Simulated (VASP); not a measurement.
# Cd: single point with LDA

Cd:

```
Cd
1.0
     2.88186    0.00000    0.00000
    -1.44093    2.49577    0.00000
     0.00000    0.00000    5.63837
Cd
2
Direct
  0.33333 0.66667 0.25000
  0.66667 0.33333 0.75000
```

* Program: VASP 6.6.1
* Task: single point
* Functional: LDA
* Potentials or basis: VASP PAW LDA potentials, release 64 (Cd_sv_GW)
* Cutoff: 630 eV
* k mesh: 13 × 13 × 6
* Occupations: fermi-dirac, width 0.01 eV
* Spin: no spin polarisation
* Dipole correction: no
* Further INCAR settings: ALGO = Normal; EDIFF = 1e-06; NBANDS = 27

```yaml
Pressure: 0.0 GPa
Band_gap_on_the_k_mesh: zero (bands 20 and 21 overlap by 4.68 eV)
```

Stress tensor (GPa, compression positive):
```
 1.12  0.00  0.00
 0.00  1.12  0.00
 0.00  0.00 -2.26
```

Levels at points of the mesh, in eV from the Fermi level:
| k point | band 18 | band 19 | band 20 | band 21 | band 22 | band 23 |
| --- | --- | --- | --- | --- | --- | --- |
| (0.00, 0.00, 0.00) | -8.37 | -8.37 | -3.34 | -3.31 | 9.78 | 14.34 |
| (0.00, 0.00, 0.50) | -8.47 | -7.67 | -7.67 | 3.37 | 3.37 | 14.60 |

Wall time 55 s on 1 thread of Intel(R) Xeon(R) Platinum 8488C (Sapphire Rapids), with other jobs on the host, peak memory 0.24 GiB.
